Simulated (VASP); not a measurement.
# CuO (P1) in VASP: further runs

Aim: see how the results for CuO move with the level of theory and the settings. Levels: LDA, BLYP. Tasks: single point.

Everything below comes from runs of VASP 6.6.1. Logs are shortened: lines on timing, memory, paths and dates and some standing lists are left out, and cuts for length are marked.

## 1. The cell of the first run

The typed cell holds 4 atoms: a = 2.993 Å, b = 2.993 Å, c = 5.184 Å, α = 73.22°, β = 73.22°, γ = 60.00°.

## 2. Single point, LDA

INCAR

```
SYSTEM = CuO
  PREC = Accurate
  ENCUT = 520
  EDIFF = 1E-6
  ISMEAR = -1
  SIGMA = 0.05
  LREAL = .False.
  LASPH = .True.
  NELM = 80
  ALGO = Normal
  ISIF = 2
  LWAVE = .False.
  LCHARG = .True.
  LELF = .True.
  LVHAR = .True.
  NBANDS = 25
```

KPOINTS

```
Automatic mesh
0
Gamma
  10 10 6
  0 0 0
```

POSCAR

```
CuO
1.0
    0.0000000000     -2.1165600000     -2.1165600000
   -2.1165600000      0.0000000000     -2.1165600000
    2.1165600000      2.1165600000     -4.2331200000
Cu O
2 2
Direct
    0.5038875400      0.4769880100      0.4880064000
    0.0038875400      0.9769880100      0.9880064000
    0.7461124600      0.7730119900      0.7619936000
    0.2461124600      0.2730119900      0.2619936000
```

Potentials or basis: VASP PAW LDA potentials, release 64 (Cu, O).

On the command line:

```console
cat potpaw_LDA.64/Cu/POTCAR potpaw_LDA.64/O/POTCAR > POTCAR
mpirun -np 1 vasp_std > vasp.out
```

OUTCAR:

```text
SYSTEM = CuO
   PREC = Accurate
   ENCUT = 520
   EDIFF = 1E-6
   ISMEAR = -1
   LREAL = .False.
   LASPH = .True.
   NELM = 80
   ISIF = 2

 ion  position               nearest neighbor table
   1  0.504  0.477  0.488-   4 1.94   4 2.06   3 2.08   4 2.17   3 2.19   3 2.30
   2  0.004  0.977  0.988-   3 1.94   3 2.06   4 2.08   3 2.17   4 2.19   4 2.30
   3  0.746  0.773  0.762-   2 1.94   2 2.06   1 2.08   2 2.17   1 2.19   1 2.30
   4  0.246  0.273  0.262-   1 1.94   1 2.06   2 2.08   1 2.17   2 2.19   2 2.30

  LATTYP: Found a trigonal (rhomboedric) cell.
 ALAT       =     5.1844920100
 COS(alpha) =     0.8333333333

  Lattice vectors:

 A1 = (   2.1165600000,   4.2331200000,  -2.1165600000)
 A2 = (   4.2331200000,   2.1165600000,  -2.1165600000)
 A3 = (   2.1165600000,   2.1165600000,  -4.2331200000)

Analysis of symmetry for initial positions (statically):
=====================================================================
 Subroutine PRICEL returns following result:

  LATTYP: Found a face centered cubic cell.
 ALAT       =     4.2331200000

  Lattice vectors:

 A1 = (   0.0000000000,  -2.1165600000,   2.1165600000)
 A2 = (   2.1165600000,  -2.1165600000,   0.0000000000)
 A3 = (   2.1165600000,   0.0000000000,   2.1165600000)

   2 primitive cells build up your supercell.

 Routine SETGRP: Setting up the symmetry group for a
 trigonal (rhombohedral) supercell.

 Subroutine GETGRP returns: Found  1 space group operations
 (whereof  1 operations were pure point group operations)
 out of a pool of 12 trial point group operations.

The static configuration has the point symmetry C_1 .

Analysis of symmetry for dynamics (positions and initial velocities):
=====================================================================
 Subroutine PRICEL returns following result:

  LATTYP: Found a face centered cubic cell.
 ALAT       =     4.2331200000

  Lattice vectors:

 A1 = (   0.0000000000,  -2.1165600000,   2.1165600000)
 A2 = (   2.1165600000,  -2.1165600000,   0.0000000000)
 A3 = (   2.1165600000,   0.0000000000,   2.1165600000)

   2 primitive cells build up your supercell.

 Routine SETGRP: Setting up the symmetry group for a
[... 108 lines left out ...]
 -0.300000  0.200000  0.000000      2.000000
 [... further k-points ...]
   k-points           NKPTS =    304   k-points in BZ     NKDIM =    304   number of bands    NBANDS=     25
   number of dos      NEDOS =    301   number of ions     NIONS =      4
   total plane-waves  NPLWV =  23040
   dimension x,y,z NGX =    24 NGY =   24 NGZ =   40
   dimension x,y,z NGXF=    48 NGYF=   48 NGZF=   80
   ions per type =               2   2
   NGX,Y,Z   is equivalent  to a cutoff of  13.33, 13.33, 12.83 a.u.
   NGXF,Y,Z  is equivalent  to a cutoff of  26.66, 26.66, 25.65 a.u.
 SYSTEM =  CuO
   PREC   = accura    normal or accurate (medium, high low for compatibility)
   ISTART =      0    job   : 0-new  1-cont  2-samecut
   ICHARG =      2    charge: 1-file 2-atom 10-const
   ISPIN  =      1    spin polarized calculation?
   LNONCOLLINEAR =      F non collinear calculations
   LSORBIT =      F    spin-orbit coupling
   LASPH  =      T    aspherical Exc in radial PAW
   ENCUT  =  520.0 eV  38.22 Ry    6.18 a.u.   5.57  5.57  9.64*2*pi/ulx,y,z
   NELM   =     80;   NELMIN=  2; NELMDL= -5     # of ELM steps
   EDIFF  = 0.1E-05   stopping-criterion for ELM
   LREAL  =      F    real-space projection
[... 7 lines left out ...]
   TEBEG  =    0.0;   TEEND  =   0.0 temperature during run
   PSTRESS=    0.0 pullay stress
   NELECT =      34.0000    total number of electrons
   NUPDOWN=      -1.0000    fix difference up-down
   EMIN   =  10.00;   EMAX   =-10.00  energy-range for DOS
   EFERMI =   0.00;   METHOD = LEGACY
   ISMEAR =    -1;   SIGMA  =   0.05  broadening in eV -4-tet -1-fermi 0-gaus
   EFERMI_NEDOS =   21; number of points for ismear=-14 and -15
   IALGO  =     38    algorithm
   IMIX   =      4    mixing-type and parameters
     AMIX     =   0.40;   BMIX     =  1.00
     AMIX_MAG =   1.60;   BMIX_MAG =  1.00
  volume/ion in A,a.u.               =       9.48        63.99
  Fermi-wavevector in a.u.,A,eV,Ry     =   1.578522  2.982973 33.902055  2.491731
  Thomas-Fermi vector in A             =   2.679040
   LORBIT       =      0    0 simple, 1 ext, 2 COOP (PROOUT), +10 PAW based schemes
   GGA     = CA    functional components
   LHFCALC =     F    Hartree Fock is set to
   AEXX    =    0.0000 exact exchange contribution
   IVDW    =     0    specifies the selected vdW correction
   LEPSILON=     F    determine dielectric tensor
   LRPA    =     F    only Hartree local field effects (RPA)
 non-spin polarized calculation
  energy-cutoff  :      520.00
  volume of cell :       37.93
 maximum number of plane-waves:      1047
 NGX is ok and might be reduce to    24
   NGX = 11   NGY = 11   NGZ = 19

 number of electron      33.9999995 magnetization

 Free energy of the ion-electron system (eV)
  ---------------------------------------------------
  ext. energy  EPLUGINS =         0.00000000
  ---------------------------------------------------
  free energy    TOTEN  =       -22.49573656 eV

  energy without entropy =      -22.47031766  energy(sigma->0) =      -22.48302711

 E-fermi :   5.9164     XC(G=0): -12.9153

 val. band max:        5.9152116470   @ k =  -0.3000   0.4000   0.0000
 cond. band min:       5.9190100005   @ k =   0.1000   0.5000   0.3333
 fundamental gap:      0.0037983535
 Fermi energy:         5.9163545760

 k-point     1 :       0.0000    0.0000    0.0000
  band No.  band energies     occupation
      1     -13.4031      2.00000
      2     -12.0703      2.00000
      3      -1.6394      2.00000
      4       0.8438      2.00000
      5       1.0165      2.00000
      6       2.3930      2.00000
[... 661 lines left out ...]
     24      17.2034      0.00000
     25      19.6202      0.00000

 [... further k-points ...]
[... 5 lines left out ...]
  --------------------------------------------------------------------------------------
  -------------------------------------------------------------------------------------
  Total       -3.0769662     -2.9135496     -1.3265976      0.0393003      0.1909423     -0.1244764
  in kB     -129.9815077   -123.0782339    -56.0399894      1.6601776      8.0660527     -5.2583068
  external PRESSURE =    -103.0332437 kB  Pullay stress =       0.0000000 kB

 VOLUME and BASIS-vectors are now :
 -----------------------------------------------------------------------------
  energy-cutoff  :      520.00
  volume of cell :       37.93
      direct lattice vectors                 reciprocal lattice vectors
     0.000000000 -2.116560000 -2.116560000     0.118116189 -0.354348566 -0.118116189
    -2.116560000  0.000000000 -2.116560000    -0.354348566  0.118116189 -0.118116189
     2.116560000  2.116560000 -4.233120000     0.118116189  0.118116189 -0.118116189

 POSITION                                       TOTAL-FORCE (eV/Angst)
 -----------------------------------------------------------------------------------
      0.02332     -0.03361     -4.14187        -0.187895      0.267081     -1.002593
      0.02332      2.08295     -6.25843        -0.187895      0.267081     -1.002593
     -0.02332      0.03361     -6.44093         0.187895     -0.267081      1.002593
     -0.02332      0.03361     -2.20781         0.187895     -0.267081      1.002593
 -----------------------------------------------------------------------------------
    total drift:                               -0.000160     -0.000924     -0.000822

  FREE ENERGIE OF THE ION-ELECTRON SYSTEM (eV)
  ---------------------------------------------------
  free  energy   TOTEN  =       -22.4957365551 eV

  energy  without entropy=      -22.4703176579  energy(sigma->0) =      -22.48302711
```

It used 210 s of CPU time on 1 thread of Intel(R) Xeon(R) Platinum 8259CL CPU @ 2.50GHz (Skylake/Cascade Lake) (shared host).

What came out:

| Item | Value |
| --- | --- |
| Free energy | -22.4957 eV |
| Pressure | -10.3 GPa |
| Largest force | 1.054 eV/Å |
| Band gap on the k mesh | zero (bands 17 and 18 overlap by 1.15 eV) |

Forces in eV/Å, atoms in the order of the input:
```
Cu  -0.188  0.267 -1.003
Cu  -0.188  0.267 -1.003
O    0.188 -0.267  1.003
O    0.188 -0.267  1.003
```

Caveat: the stress differs along the axes, from -13 to -6 GPa; semilocal functionals often make such compounds metallic where correlation or magnetic order opens a gap, which also shifts bond lengths; forces of over 1 eV/Å act on the atoms, so gaps and moduli don't describe the material at rest. With open d or f shells a metallic result of LDA can be an artefact of self-interaction; +U or a hybrid may open a gap.

## 3. Single point, BLYP

INCAR

```
PREC = Accurate
ENCUT = 520
EDIFF = 1E-7
ISMEAR = -1
SIGMA = 0.05
LREAL = False
LASPH = True
NELM = 60
ALGO = Normal
ISIF = 2
LWAVE = False
LCHARG = False
GGA = B5
ALDAX = 1.0
AGGAX = 1.0
AGGAC = 1.0
ALDAC = 0.0
NBANDS = 25
```

KPOINTS

```
regular mesh
0
Gamma
  10 10 6
```

POSCAR is that of step 2.

Potentials or basis: VASP PAW PBE potentials, release 64 (Cu, O).

On the command line:

```console
cat potpaw_PBE.64/Cu/POTCAR potpaw_PBE.64/O/POTCAR > POTCAR
mpirun -np 1 vasp_std > vasp.out
```

OUTCAR:

```text
PREC = Accurate
   ENCUT = 520
   EDIFF = 1E-7
   ISMEAR = -1
   LREAL = False
   LASPH = True
   NELM = 60
   ISIF = 2
   GGA = B5

 ion  position               nearest neighbor table
   1  0.504  0.477  0.488-   4 1.94   4 2.06   3 2.08   4 2.17   3 2.19   3 2.30
   2  0.004  0.977  0.988-   3 1.94   3 2.06   4 2.08   3 2.17   4 2.19   4 2.30
   3  0.746  0.773  0.762-   2 1.94   2 2.06   1 2.08   2 2.17   1 2.19   1 2.30
   4  0.246  0.273  0.262-   1 1.94   1 2.06   2 2.08   1 2.17   2 2.19   2 2.30

  LATTYP: Found a trigonal (rhomboedric) cell.
 ALAT       =     5.1844920100
[... 902 lines left out ...]

 [... further k-points ...]
[... 5 lines left out ...]
  --------------------------------------------------------------------------------------
  -------------------------------------------------------------------------------------
  Total        2.5566677      2.7429316      4.5541027      0.0575621      0.2642418     -0.1763961
  in kB      108.0023308    115.8707489    192.3807684      2.4316185     11.1624714     -7.4515704
  external PRESSURE =     138.7512827 kB  Pullay stress =       0.0000000 kB

 VOLUME and BASIS-vectors are now :
 -----------------------------------------------------------------------------
  energy-cutoff  :      520.00
  volume of cell :       37.93
      direct lattice vectors                 reciprocal lattice vectors
     0.000000000 -2.116560000 -2.116560000     0.118116189 -0.354348566 -0.118116189
    -2.116560000  0.000000000 -2.116560000    -0.354348566  0.118116189 -0.118116189
     2.116560000  2.116560000 -4.233120000     0.118116189  0.118116189 -0.118116189

 POSITION                                       TOTAL-FORCE (eV/Angst)
 -----------------------------------------------------------------------------------
      0.02332     -0.03361     -4.14187        -0.236827      0.340570     -1.231175
      0.02332      2.08295     -6.25843        -0.236827      0.340570     -1.231175
     -0.02332      0.03361     -6.44093         0.236827     -0.340570      1.231175
     -0.02332      0.03361     -2.20781         0.236827     -0.340570      1.231175
 -----------------------------------------------------------------------------------
    total drift:                               -0.000112     -0.000803     -0.000768

  FREE ENERGIE OF THE ION-ELECTRON SYSTEM (eV)
  ---------------------------------------------------
  free  energy   TOTEN  =       -17.1465278454 eV

  energy  without entropy=      -17.1205219623  energy(sigma->0) =      -17.13352490
```

OSZICAR:

```text
N       E                     dE             d eps       ncg     rms          rms(c)
DAV:   1     0.298807108783E+03    0.29881E+03   -0.16472E+04 16272   0.222E+03
DAV:   2     0.122170253541E+02   -0.28659E+03   -0.26563E+03 15592   0.407E+02
DAV:   3    -0.220958850905E+02   -0.34313E+02   -0.32336E+02 18299   0.154E+02
DAV:   4    -0.232417550717E+02   -0.11459E+01   -0.11368E+01 18713   0.306E+01
DAV:   5    -0.232617738969E+02   -0.20019E-01   -0.20011E-01 18770   0.359E+00    0.163E+01
DAV:   6    -0.197461536883E+02    0.35156E+01   -0.31675E+01 21044   0.133E+02    0.120E+01
DAV:   7    -0.170997136704E+02    0.26464E+01   -0.83271E+00 18436   0.106E+02    0.246E+00
DAV:   8    -0.171900775425E+02   -0.90364E-01   -0.14145E+00 18533   0.883E+00    0.155E+00
DAV:   9    -0.171603698392E+02    0.29708E-01   -0.79534E-02 25680   0.968E+00    0.922E-01
DAV:  10    -0.171464287794E+02    0.13941E-01   -0.29589E-02 24376   0.527E+00    0.305E-01
DAV:  11    -0.171465545351E+02   -0.12576E-03   -0.10657E-02 18014   0.855E-01    0.702E-02
DAV:  12    -0.171465707291E+02   -0.16194E-04   -0.26827E-04 21956   0.211E-01    0.505E-02
DAV:  13    -0.171465279513E+02    0.42778E-04   -0.50409E-05 22443   0.261E-01    0.100E-02
DAV:  14    -0.171465287732E+02   -0.82190E-06   -0.10222E-05 23843   0.447E-02    0.863E-03
DAV:  15    -0.171465280905E+02    0.68266E-06   -0.64944E-07 21522   0.117E-02    0.475E-03
DAV:  16    -0.171465278500E+02    0.24052E-06   -0.60997E-07 17839   0.642E-03    0.141E-03
DAV:  17    -0.171465278454E+02    0.46016E-08   -0.31691E-08  8395   0.279E-03
   1 F= -.17146528E+02 E0= -.17133525E+02  d E =-.260059E-01
```

Run time: 4.9 min. Hardware: 1 thread of Intel Xeon Platinum 8259CL at 2.50GHz (Skylake/Cascade Lake), shared host; peak memory 0.35 GiB.

What came out:

| Quantity | Value |
| --- | --- |
| Free energy | -17.1465 eV |
| Pressure | 13.9 GPa |
| Largest force | 1.299 eV/Å |
| Band gap on the k mesh | zero (bands 17 and 18 overlap by 1.13 eV) |

Forces in eV/Å, atoms in the order of the input:
```
Cu  -0.237  0.341 -1.231
Cu  -0.237  0.341 -1.231
O    0.237 -0.341  1.231
O    0.237 -0.341  1.231
```

Caveat: the stress differs along the axes, from 11 to 19 GPa; the PAW data sets were made with another functional, which shifts forces and pressure a little; semilocal functionals often make such compounds metallic where correlation or magnetic order opens a gap, which also shifts bond lengths. With open d or f shells a metallic result of BLYP can be an artefact of self-interaction; +U or a hybrid may open a gap.
